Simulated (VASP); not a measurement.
# Mo in VASP: a series of runs

Mo is run at these levels: PBE; tasks: single point.

Everything below comes from runs of VASP 6.6.1. Logs are shortened: lines on timing, memory, paths and dates and some standing lists are left out, and cuts for length are marked.

## (1) The cell of the first run

The cell holds a slab with vacuum, 5 atoms: a = 3.161 Å, b = 3.161 Å, c = 22.322 Å, α = 90.00°, β = 90.00°, γ = 90.00°.

## (2) Single point, PBE

The input, INCAR:

```
PREC     = Accurate       # precision mode
ENCUT    = 520            # plane-wave cutoff, eV
EDIFF    = 1E-6           # SCF threshold, eV
ISMEAR   = -1             # smearing method
SIGMA    = 0.08           # smearing width, eV
LREAL    = False          # projectors in reciprocal space
LASPH    = True           # aspherical terms in the spheres
NELM     = 60             # most SCF steps
ALGO     = Normal         # electronic algorithm
ISIF     = 2              # what is computed and relaxed
LWAVE    = False          # write WAVECAR
LCHARG   = True           # write CHGCAR
LDIPOL   = True         
IDIPOL   = 3            
DIPOL    = 0.5 0.5 0.500
GGA      = PE             # functional
LELF     = True           # ELF
LVHAR    = True         
LVACPOTAV= True         
NBANDS   = 43             # bands
```

The input, KPOINTS:

```
regular mesh
0
Gamma
  12 12 1
```

The input, POSCAR:

```
Mo
1.0
    3.1607300697      0.0000000000      0.0000000000
    0.0000000000      3.1607300697      0.0000000000
    0.0000000000      0.0000000000     22.3215000000
Mo
5
Direct
    0.0000000000      0.0000000000      0.3583997461
    0.5000000000      0.5000000000      0.4291998729
    0.0000000000      0.0000000000      0.5000000000
    0.5000000000      0.5000000000      0.5708001271
    0.0000000000      0.0000000000      0.6416002539
```

Potentials or basis: VASP PAW PBE potentials, release 64 (Mo_sv).

The run is started by

```bash
> cat potpaw_PBE.64/Mo_sv/POTCAR > POTCAR
> mpirun -np 1 vasp_std > vasp.out
```

OUTCAR:

```text
PREC = Accurate
   ENCUT = 520
   EDIFF = 1E-6
   ISMEAR = -1
   LREAL = False
   LASPH = True
   NELM = 60
   ISIF = 2
   GGA = PE

 ion  position               nearest neighbor table
   1  0.000  0.000  0.358-   2 2.74   2 2.74   2 2.74   2 2.74   3 3.16
   2  0.500  0.500  0.429-   1 2.74   1 2.74   1 2.74   1 2.74   3 2.74   3 2.74   3 2.74   3 2.74
                             4 3.16
   3  0.000  0.000  0.500-   2 2.74   4 2.74   2 2.74   4 2.74   2 2.74   4 2.74   2 2.74   4 2.74
                             1 3.16   5 3.16
   4  0.500  0.500  0.571-   5 2.74   5 2.74   5 2.74   5 2.74   3 2.74   3 2.74   3 2.74   3 2.74
                             2 3.16
   5  0.000  0.000  0.642-   4 2.74   4 2.74   4 2.74   4 2.74   3 3.16

  LATTYP: Found a simple tetragonal cell.
 ALAT       =     3.1607300697
 C/A-ratio  =     7.0621342246

  Lattice vectors:

 A1 = (   3.1607300697,   0.0000000000,   0.0000000000)
 A2 = (   0.0000000000,   3.1607300697,   0.0000000000)
 A3 = (   0.0000000000,   0.0000000000,  22.3215000000)

Analysis of symmetry for initial positions (statically):
=====================================================================
 Subroutine PRICEL returns:
 Original cell was already a primitive cell.

 Routine SETGRP: Setting up the symmetry group for a
 simple tetragonal supercell.

 Subroutine GETGRP returns: Found 16 space group operations
 (whereof 16 operations were pure point group operations)
 out of a pool of 16 trial point group operations.

The static configuration has the point symmetry D_4h.

Analysis of symmetry for dynamics (positions and initial velocities):
=====================================================================
 Subroutine PRICEL returns:
 Original cell was already a primitive cell.

 Routine SETGRP: Setting up the symmetry group for a
 simple tetragonal supercell.

 Subroutine GETGRP returns: Found 16 space group operations
 (whereof 16 operations were pure point group operations)
 out of a pool of 16 trial point group operations.

The dynamic configuration has the point symmetry D_4h.

 Subroutine INISYM returns: Found 16 space group operations
 (whereof 16 operations are pure point group operations),
 and found     1 'primitive' translations

----------------------------------------------------------------------------------------

                                     Primitive cell

  volume of cell :     222.9966

  direct lattice vectors                    reciprocal lattice vectors
     3.160730070  0.000000000  0.000000000     0.316382601  0.000000000  0.000000000
     0.000000000  3.160730070  0.000000000     0.000000000  0.316382601  0.000000000
     0.000000000  0.000000000 22.321500000     0.000000000  0.000000000  0.044799857

[... 101 lines left out ...]
   NUPDOWN=      -1.0000    fix difference up-down
   EMIN   =  10.00;   EMAX   =-10.00  energy-range for DOS
   EFERMI =   0.00;   METHOD = LEGACY
   ISMEAR =    -1;   SIGMA  =   0.08  broadening in eV -4-tet -1-fermi 0-gaus
   EFERMI_NEDOS =   21; number of points for ismear=-14 and -15
   IALGO  =     38    algorithm
   IMIX   =      4    mixing-type and parameters
     AMIX     =   0.40;   BMIX     =  1.00
     AMIX_MAG =   1.60;   BMIX_MAG =  1.00
  volume/ion in A,a.u.               =      44.60       300.97
  Fermi-wavevector in a.u.,A,eV,Ry     =   1.112606  2.102521 16.842548  1.237892
  Thomas-Fermi vector in A             =   2.249182
   LORBIT       =      0    0 simple, 1 ext, 2 COOP (PROOUT), +10 PAW based schemes
   GGA     = PE    functional components
   LHFCALC =     F    Hartree Fock is set to
   AEXX    =    0.0000 exact exchange contribution
   IVDW    =     0    specifies the selected vdW correction
   LEPSILON=     F    determine dielectric tensor
   LRPA    =     F    only Hartree local field effects (RPA)
 non-spin polarized calculation
  energy-cutoff  :      520.00
  volume of cell :      223.00
 maximum number of plane-waves:      6112
 NGX is ok and might be reduce to    24
   NGX = 11   NGY = 11   NGZ = 83

 dipolmoment           0.000000      0.000000      0.000000 electrons x Angstroem

 number of electron      70.0000008 magnetization

 dipolmoment           0.000000      0.000000     -0.000000 electrons x Angstroem

 Free energy of the ion-electron system (eV)
  ---------------------------------------------------
  ext. energy  EPLUGINS =         0.00000000
  ---------------------------------------------------
  free energy    TOTEN  =       -50.37623300 eV

  energy without entropy =      -50.22779428  energy(sigma->0) =      -50.30201364

 E-fermi :   1.9026     XC(G=0):  -5.8152

 val. band max:        1.8946289696   @ k =   0.4167   0.1667   0.0000
 cond. band min:       1.9133413373   @ k =   0.4167   0.0000   0.0000
 fundamental gap:      0.0187123677
 Fermi energy:         1.9026316759

 k-point     1 :       0.0000    0.0000    0.0000
  band No.  band energies     occupation
      1     -59.3106      2.00000
      2     -59.0886      2.00000
      3     -59.0145      2.00000
      4     -58.8467      2.00000
      5     -58.8325      2.00000
      6     -33.5519      2.00000
[... 1093 lines left out ...]
     42       4.0615      0.00000
     43       4.2077      0.00000

 [... further k-points ...]

------------------------ aborting loop because EDIFF is reached ----------------------------------------

  FORCE on cell =-STRESS in cart. coord.  units (eV):
  Direction    XX          YY          ZZ          XY          YZ          ZX
  --------------------------------------------------------------------------------------
  -------------------------------------------------------------------------------------
  Total       -7.5063972     -7.5063972     -4.8184598      0.0000000     -0.0000000      0.0000000
  in kB      -53.9316781    -53.9316781    -34.6194875      0.0000000     -0.0000000      0.0000000
  external PRESSURE =     -47.4942812 kB  Pullay stress =       0.0000000 kB

 VOLUME and BASIS-vectors are now :
 -----------------------------------------------------------------------------
  energy-cutoff  :      520.00
  volume of cell :      223.00
      direct lattice vectors                 reciprocal lattice vectors
     3.160730070  0.000000000  0.000000000     0.316382601  0.000000000  0.000000000
     0.000000000  3.160730070  0.000000000     0.000000000  0.316382601  0.000000000
     0.000000000  0.000000000 22.321500000     0.000000000  0.000000000  0.044799857

 POSITION                                       TOTAL-FORCE (eV/Angst)
 -----------------------------------------------------------------------------------
      0.00000      0.00000      8.00002         0.000000     -0.000000      1.367919
      1.58037      1.58037      9.58038         0.000000      0.000000     -1.220740
      0.00000      0.00000     11.16075         0.000000     -0.000000     -0.000000
      1.58037      1.58037     12.74112         0.000000      0.000000      1.220740
      0.00000      0.00000     14.32148        -0.000000     -0.000000     -1.367919
 -----------------------------------------------------------------------------------
    total drift:                                0.000000      0.000000     -0.000000

  FREE ENERGIE OF THE ION-ELECTRON SYSTEM (eV)
  ---------------------------------------------------
  free  energy   TOTEN  =       -50.3762330010 eV

  energy  without entropy=      -50.2277942775  energy(sigma->0) =      -50.30201364

 vacuum level on the upper side and lower side of the slab         5.866         5.866
```

stdout:

```text
POSCAR found type information on POSCAR Mo
 POSCAR found :  1 types and       5 ions
 scaLAPACK will be used
 LDA part: xc-table for (Slater+PW92), standard interpolation
 POSCAR, INCAR and KPOINTS ok, starting setup
 FFT: planning ... GRIDC
 FFT: planning ... GRID_SOFT
 FFT: planning ... GRID
 WAVECAR not read
 entering main loop
 -----------------------------------------------------------------------------
|                                                                             |
|           W    W    AA    RRRRR   N    N  II  N    N   GGGG   !!!           |
|           W    W   A  A   R    R  NN   N  II  NN   N  G    G  !!!           |
|           W    W  A    A  R    R  N N  N  II  N N  N  G       !!!           |
|           W WW W  AAAAAA  RRRRR   N  N N  II  N  N N  G  GGG   !            |
|           WW  WW  A    A  R   R   N   NN  II  N   NN  G    G                |
|           W    W  A    A  R    R  N    N  II  N    N   GGGG   !!!           |
|                                                                             |
|     Did not find any points to average over, which means that no vacuum     |
|     field-free region was found. Please increase the size of  your cell     |
|     in the dimension of the dipole correction to obtain accurate            |
|     workfunction values.                                                    |
|                                                                             |
 -----------------------------------------------------------------------------
```

It took 14 min on 1 thread of Intel Xeon 8259CL, shared host; peak memory 0.41 GiB.

Results:

```
Free energy            : -50.3762 eV
Largest force          : 1.368 eV/Å
Band gap on the k mesh : zero (bands 35 and 36 overlap by 1.73 eV)
```

Forces on the atoms (eV/Å):
```
Mo   0.000  0.000  1.368
Mo   0.000  0.000 -1.221
Mo   0.000  0.000  0.000
Mo   0.000  0.000  1.221
Mo   0.000  0.000 -1.368
```

Levels at points of the mesh, in eV from the Fermi level:
```tsv
k point	band 31	band 32	band 33	band 34	band 35	band 36	band 37	band 38	band 39	band 40
(0.00, 0.00, 0.00)	-0.94	-0.81	-0.81	-0.39	-0.08	-0.06	-0.02	-0.02	0.06	1.10
(0.50, 0.00, 0.00)	-1.24	-0.90	-0.80	-0.14	-0.08	0.02	0.58	1.03	1.20	1.27
(0.50, 0.50, 0.00)	-1.95	-0.55	-0.55	1.47	1.54	1.85	1.85	1.99	2.02	2.30
```

## (3) Single point, PBE

The input, INCAR:

```
ALGO = Normal
DIPOL = 0.5 0.5 0.500
EDIFF = 1E-6
ENCUT = 520
GGA = PE
IDIPOL = 3
ISIF = 2
ISMEAR = -1
LASPH = T
LCHARG = T
LDIPOL = T
LELF = T
LREAL = F
LVACPOTAV = T
LVHAR = T
LWAVE = F
NBANDS = 43
NELM = 100
PREC = Accurate
SIGMA = 0.08
```

The input, KPOINTS:

```
k-points
0
Gamma
  12 12 1
```

The input, POSCAR:

```
Mo
1.0
    3.1607300697      0.0000000000      0.0000000000
    0.0000000000      3.1607300697      0.0000000000
    0.0000000000      0.0000000000     22.3215000000
Mo
5
Direct
    0.0000000000      0.0000000000      0.3650728191
    0.5000000000      0.5000000000      0.4278110778
    0.0000000000      0.0000000000      0.4999999892
    0.5000000000      0.5000000000      0.5721889404
    0.0000000000      0.0000000000      0.6349271735
```

Potentials or basis: VASP PAW PBE potentials, release 64 (Mo_sv).

The run is started by

```bash
> cat potpaw_PBE.64/Mo_sv/POTCAR > POTCAR
> mpirun -np 1 vasp_std > vasp.out
```

Run time: 14 min. Hardware: 1 thread of Intel Xeon 8259CL, shared host; peak memory 0.41 GiB.

Results (log left out):

```
Free energy            : -50.6266 eV
Largest force          : 0.032 eV/Å
Band gap on the k mesh : zero (bands 35 and 36 overlap by 1.68 eV)
```

Forces on the atoms (eV/Å):
```
Mo   0.000  0.000 -0.032
Mo   0.000  0.000  0.002
Mo   0.000  0.000  0.000
Mo   0.000  0.000 -0.002
Mo   0.000  0.000  0.032
```

Levels at points of the mesh, in eV from the Fermi level:
| k point | band 31 | band 32 | band 33 | band 34 | band 35 | band 36 | band 37 | band 38 | band 39 | band 40 |
| --- | --- | --- | --- | --- | --- | --- | --- | --- | --- | --- |
| (0.00, 0.00, 0.00) | -1.22 | -0.80 | -0.80 | -0.58 | -0.16 | -0.16 | -0.06 | -0.05 | 0.06 | 1.10 |
| (0.50, 0.00, 0.00) | -1.70 | -1.12 | -0.94 | -0.25 | 0.10 | 0.40 | 0.89 | 1.10 | 1.22 | 1.61 |
| (0.50, 0.50, 0.00) | -1.98 | -0.77 | -0.77 | 1.29 | 1.45 | 1.72 | 1.72 | 1.89 | 2.16 | 2.20 |

The gap in the log of VASP goes by the Fermi energy; the results here count the filled bands.